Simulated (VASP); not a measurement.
# ZnS in VASP: single point with PBEsol

Aim: the single point of ZnS with PBEsol.

Program: VASP 6.6.1. These are calculated values, not measurements. Logs are shortened: lines on timing, memory, paths and dates and some standing lists are left out, and cuts for length are marked.

## 1. The cell of the first run

The cell holds a slab with vacuum, 6 atoms: a = 3.788 Å, b = 3.788 Å, c = 23.958 Å, α = 90.00°, β = 90.00°, γ = 120.00°.

## 2. Single point, PBEsol

Input file INCAR:

```
SYSTEM = ZnS
PREC = Accurate
ENCUT = 520
EDIFF = 1E-6
ISMEAR = 0
SIGMA = 0.05
LREAL = .FALSE.
LASPH = .TRUE.
NELM = 80
ALGO = Normal
ISIF = 2
LWAVE = .FALSE.
LCHARG = .TRUE.
LDIPOL = .TRUE.
IDIPOL = 3
DIPOL = 0.5 0.5 0.493
GGA = PS
LELF = .TRUE.
LVHAR = .TRUE.
LVACPOTAV = .TRUE.
NBANDS = 36
```

Input file KPOINTS:

```
Automatic mesh
0
G
  9 9 1
  0 0 0
```

Input file POSCAR:

```
ZnS
1.0
    3.7876303073      0.0000000000      0.0000000000
   -1.8938151536      3.2801840662      0.0000000000
    0.0000000000      0.0000000000     23.9583211904
S Zn
3 3
Direct
    0.0000000000      0.0000000000      0.3547827885
    0.3333333333      0.6666666667      0.4838647543
    0.6666666667      0.3333333333      0.6202763665
    0.3333333333      0.6666666667      0.3870532800
    0.6666666667      0.3333333333      0.5090640922
    0.0000000000      0.0000000000      0.6019655265
```

Potentials or basis: VASP PAW PBE potentials, release 64 (S, Zn).

Command:

```sh
cat potpaw_PBE.64/S/POTCAR potpaw_PBE.64/Zn/POTCAR > POTCAR
mpirun -np 1 vasp_std > vasp.out
```

OUTCAR:

```text
SYSTEM = ZnS
   PREC = Accurate
   ENCUT = 520
   EDIFF = 1E-6
   ISMEAR = 0
   LREAL = .FALSE.
   LASPH = .TRUE.
   NELM = 80
   ISIF = 2
   GGA = PS

 ion  position               nearest neighbor table
   1  0.000  0.000  0.355-   4 2.32   4 2.32   4 2.32
   2  0.333  0.667  0.484-   5 2.27   5 2.27   5 2.27   4 2.32
   3  0.667  0.333  0.620-   6 2.23   6 2.23   6 2.23   5 2.66
   4  0.333  0.667  0.387-   2 2.32   1 2.32   1 2.32   1 2.32
   5  0.667  0.333  0.509-   2 2.27   2 2.27   2 2.27   3 2.66
   6  0.000  0.000  0.602-   3 2.23   3 2.23   3 2.23

  LATTYP: Found a hexagonal cell.
 ALAT       =     3.7876303073
 C/A-ratio  =     6.3254117341

  Lattice vectors:

 A1 = (   3.7876303073,   0.0000000000,   0.0000000000)
 A2 = (  -1.8938151536,   3.2801840662,   0.0000000000)
 A3 = (   0.0000000000,   0.0000000000,  23.9583211904)

Analysis of symmetry for initial positions (statically):
=====================================================================
 Subroutine PRICEL returns:
 Original cell was already a primitive cell.

 Routine SETGRP: Setting up the symmetry group for a
 hexagonal supercell.

 Subroutine GETGRP returns: Found  6 space group operations
 (whereof  6 operations were pure point group operations)
 out of a pool of 24 trial point group operations.

The static configuration has the point symmetry C_3v.

Analysis of symmetry for dynamics (positions and initial velocities):
=====================================================================
 Subroutine PRICEL returns:
 Original cell was already a primitive cell.

 Routine SETGRP: Setting up the symmetry group for a
 hexagonal supercell.

 Subroutine GETGRP returns: Found  6 space group operations
 (whereof  6 operations were pure point group operations)
 out of a pool of 24 trial point group operations.

The dynamic configuration has the point symmetry C_3v.

 Subroutine INISYM returns: Found  6 space group operations
 (whereof  6 operations are pure point group operations),
 and found     1 'primitive' translations

----------------------------------------------------------------------------------------

                                     Primitive cell

  volume of cell :     297.6612

  direct lattice vectors                    reciprocal lattice vectors
     3.787630307  0.000000000  0.000000000     0.264017319  0.152430470  0.000000000
    -1.893815154  3.280184066  0.000000000     0.000000000  0.304860941  0.000000000
     0.000000000  0.000000000 23.958321190     0.000000000  0.000000000  0.041739152

  length of vectors
     3.787630307  3.787630307 23.958321190     0.304860941  0.304860941  0.041739152

  position of ions in fractional coordinates (direct lattice)
     0.000000000  0.000000000  0.354782789
     0.333333333  0.666666667  0.483864754
     0.666666667  0.333333333  0.620276367
     0.333333333  0.666666667  0.387053280
     0.666666667  0.333333333  0.509064092
     0.000000000  0.000000000  0.601965527

  ion indices of the primitive-cell ions
   primitive index   ion index
                 1           1
                 2           2
                 3           3
                 4           4
                 5           5
                 6           6

----------------------------------------------------------------------------------------

 KPOINTS: Automatic mesh

Automatic generation of k-mesh.
 Grid dimensions read from file:
 generate k-points for:    9    9    1

 Generating k-lattice:

  Cartesian coordinates                     Fractional coordinates (reciprocal lattice)
     0.029335258  0.016936719  0.000000000     0.111111111 -0.000000000  0.000000000
     0.000000000  0.033873438  0.000000000     0.000000000  0.111111111  0.000000000
     0.000000000  0.000000000  0.041739152     0.000000000  0.000000000  1.000000000

  Length of vectors
     0.033873438  0.033873438  0.041739152

  Shift w.r.t. Gamma in fractional coordinates (k-lattice)
     0.000000000  0.000000000  0.000000000

 Subroutine IBZKPT returns following result:
 ===========================================

 Found     12 irreducible k-points:

 Following reciprocal coordinates:
            Coordinates               Weight
  0.000000  0.000000  0.000000      1.000000
  0.111111  0.000000  0.000000      6.000000
  0.222222 -0.000000  0.000000      6.000000
  0.333333 -0.000000  0.000000      6.000000
  0.444444 -0.000000  0.000000      6.000000
  0.111111  0.111111  0.000000      6.000000
  0.222222  0.111111  0.000000     12.000000
  0.333333  0.111111  0.000000     12.000000
  0.444444  0.111111  0.000000      6.000000
  0.222222  0.222222  0.000000      6.000000
  0.333333  0.222222  0.000000     12.000000
  0.333333  0.333333  0.000000      2.000000
   k-points           NKPTS =     12   k-points in BZ     NKDIM =     12   number of bands    NBANDS=     36
   number of dos      NEDOS =    301   number of ions     NIONS =      6
   total plane-waves  NPLWV = 141120
   dimension x,y,z NGX =    28 NGY =   28 NGZ =  180
   dimension x,y,z NGXF=    56 NGYF=   56 NGZF=  360
   ions per type =               3   3
   NGX,Y,Z   is equivalent  to a cutoff of  12.29, 12.29, 12.49 a.u.
   NGXF,Y,Z  is equivalent  to a cutoff of  24.58, 24.58, 24.98 a.u.
 SYSTEM =  ZnS
   PREC   = accura    normal or accurate (medium, high low for compatibility)
   ISTART =      0    job   : 0-new  1-cont  2-samecut
   ICHARG =      2    charge: 1-file 2-atom 10-const
   ISPIN  =      1    spin polarized calculation?
   LNONCOLLINEAR =      F non collinear calculations
   LSORBIT =      F    spin-orbit coupling
   LASPH  =      T    aspherical Exc in radial PAW
   ENCUT  =  520.0 eV  38.22 Ry    6.18 a.u.   7.04  7.04 44.55*2*pi/ulx,y,z
   NELM   =     80;   NELMIN=  2; NELMDL= -5     # of ELM steps
   EDIFF  = 0.1E-05   stopping-criterion for ELM
   LREAL  =      F    real-space projection
   EDIFFG = 0.1E-04   stopping-criterion for IOM
   NSW    =      0    number of steps for IOM
   IBRION =     -1    ionic relax: 0-MD 1-quasi-New 2-CG
   NFREE  =      0    steps in history (QN), initial steepest desc. (CG)
   ISIF   =      2    stress and relaxation
   ISYM   =      2    0-nonsym 1-usesym 2-fastsym
   POTIM  = 0.5000    time-step for ionic-motion
   TEBEG  =    0.0;   TEEND  =   0.0 temperature during run
   PSTRESS=    0.0 pullay stress
   NELECT =      54.0000    total number of electrons
   NUPDOWN=      -1.0000    fix difference up-down
   EMIN   =  10.00;   EMAX   =-10.00  energy-range for DOS
   EFERMI =   0.00;   METHOD = LEGACY
   ISMEAR =     0;   SIGMA  =   0.05  broadening in eV -4-tet -1-fermi 0-gaus
   EFERMI_NEDOS =   21; number of points for ismear=-14 and -15
   IALGO  =     38    algorithm
   IMIX   =      4    mixing-type and parameters
     AMIX     =   0.40;   BMIX     =  1.00
     AMIX_MAG =   1.60;   BMIX_MAG =  1.00
  volume/ion in A,a.u.               =      49.61       334.79
  Fermi-wavevector in a.u.,A,eV,Ry     =   0.926756  1.751315 11.685724  0.858876
  Thomas-Fermi vector in A             =   2.052752
   LORBIT       =      0    0 simple, 1 ext, 2 COOP (PROOUT), +10 PAW based schemes
   GGA     = PS    functional components
   LHFCALC =     F    Hartree Fock is set to
   AEXX    =    0.0000 exact exchange contribution
   IVDW    =     0    specifies the selected vdW correction
   LEPSILON=     F    determine dielectric tensor
   LRPA    =     F    only Hartree local field effects (RPA)
 non-spin polarized calculation
 Gauss-broadening in eV      SIGMA  =   0.05
  energy-cutoff  :      520.00
  volume of cell :      297.66
 maximum number of plane-waves:      8051
   NGX = 15   NGY = 15   NGZ = 89

 dipolmoment           0.000000      0.000000      0.031720 electrons x Angstroem

 number of electron      53.9999995 magnetization

 dipolmoment           0.000000      0.000000     -0.250791 electrons x Angstroem

 Free energy of the ion-electron system (eV)
  ---------------------------------------------------
  ext. energy  EPLUGINS =         0.00000000
  ---------------------------------------------------
  free energy    TOTEN  =       -20.95983723 eV

  energy without entropy =      -20.95664119  energy(sigma->0) =      -20.95823921

 E-fermi :  -1.5809     XC(G=0):  -4.3083

 val. band max:       -1.6154811040   @ k =   0.1111   0.0000   0.0000
 cond. band min:      -1.5654757578   @ k =   0.4444  -0.0000   0.0000
 fundamental gap:      0.0500053462
 Fermi energy:        -1.5809386914

 k-point     1 :       0.0000    0.0000    0.0000
  band No.  band energies     occupation
      1     -17.5081      2.00000
      2     -16.6585      2.00000
      3     -13.6205      2.00000
      4     -11.2309      2.00000
      5     -11.2309      2.00000
      6     -10.6371      2.00000
[... 28 lines left out ...]
     35       2.4913      0.00000
     36       2.9115      0.00000

 k-point     2 :       0.1111    0.0000    0.0000
  band No.  band energies     occupation
      1     -17.4236      2.00000
      2     -16.5880      2.00000
      3     -13.5458      2.00000
      4     -11.2362      2.00000
      5     -11.1950      2.00000
      6     -10.6730      2.00000
[... 28 lines left out ...]
     35       2.6359      0.00000
     36       2.8694      0.00000

 k-point     3 :       0.2222   -0.0000    0.0000
  band No.  band energies     occupation
      1     -17.1961      2.00000
      2     -16.4007      2.00000
      3     -13.3465      2.00000
      4     -11.2291      2.00000
      5     -11.0997      2.00000
      6     -10.7245      2.00000
[... 28 lines left out ...]
     35       3.2781      0.00000
     36       3.3959      0.00000
[... 274 lines left out ...]
 k-point    11 :       0.3333    0.2222    0.0000
  band No.  band energies     occupation
      1     -16.6164      2.00000
      2     -15.9367      2.00000
      3     -12.8530      2.00000
      4     -10.9769      2.00000
      5     -10.8680      2.00000
      6     -10.8027      2.00000
[... 28 lines left out ...]
     35       4.5463      0.00000
     36       4.7561      0.00000

 k-point    12 :       0.3333    0.3333    0.0000
  band No.  band energies     occupation
      1     -16.5619      2.00000
      2     -15.8919      2.00000
      3     -12.8065      2.00000
      4     -10.8968      2.00000
      5     -10.8554      2.00000
      6     -10.8254      2.00000
[... 28 lines left out ...]
     35       4.7168      0.00000
     36       5.2684      0.00000

------------------------ aborting loop because EDIFF is reached ----------------------------------------

  FORCE on cell =-STRESS in cart. coord.  units (eV):
  Direction    XX          YY          ZZ          XY          YZ          ZX
  --------------------------------------------------------------------------------------
  -------------------------------------------------------------------------------------
  Total        0.8027817      0.8027817      1.3505075      0.0000000      0.0000000      0.0000000
  in kB        4.3210159      4.3210159      7.2691795      0.0000000      0.0000000      0.0000000
  external PRESSURE =       5.3037371 kB  Pullay stress =       0.0000000 kB

 VOLUME and BASIS-vectors are now :
 -----------------------------------------------------------------------------
  energy-cutoff  :      520.00
  volume of cell :      297.66
      direct lattice vectors                 reciprocal lattice vectors
     3.787630307  0.000000000  0.000000000     0.264017319  0.152430470  0.000000000
    -1.893815154  3.280184066  0.000000000     0.000000000  0.304860941  0.000000000
     0.000000000  0.000000000 23.958321190     0.000000000  0.000000000  0.041739152

 POSITION                                       TOTAL-FORCE (eV/Angst)
 -----------------------------------------------------------------------------------
      0.00000      0.00000      8.50000        -0.000000      0.000000      0.730830
     -0.00000      2.18679     11.59259        -0.000000      0.000000      0.766773
      1.89382      1.09339     14.86078        -0.000000      0.000000      0.029656
     -0.00000      2.18679      9.27315         0.000000      0.000000     -1.524732
      1.89382      1.09339     12.19632        -0.000000     -0.000000      0.011573
      0.00000      0.00000     14.42208        -0.000000      0.000000     -0.014101
 -----------------------------------------------------------------------------------
    total drift:                               -0.000005      0.000001     -0.002477

  FREE ENERGIE OF THE ION-ELECTRON SYSTEM (eV)
  ---------------------------------------------------
  free  energy   TOTEN  =       -20.9598372319 eV

  energy  without entropy=      -20.9566411925  energy(sigma->0) =      -20.95823921

 vacuum level on the upper side and lower side of the slab         1.531         5.179
```

It took 5.7 min on 1 thread of Intel Xeon Platinum 8259CL at 2.50GHz (Skylake/Cascade Lake), shared host; peak memory 0.43 GiB.

What came out:

```
Free energy            : -20.9598 eV
Largest force          : 1.525 eV/Å
Band gap on the k mesh : zero (band 27 reaches -1.45 eV, above the bottom of band 28 at -1.57 eV)
```

Forces on the atoms (eV/Å):
```
S    0.000  0.000  0.731
S    0.000  0.000  0.767
S    0.000  0.000  0.030
Zn   0.000  0.000 -1.525
Zn   0.000  0.000  0.012
Zn   0.000  0.000 -0.014
```

Caveat: the PAW data sets were made with another functional, which shifts forces and pressure a little.
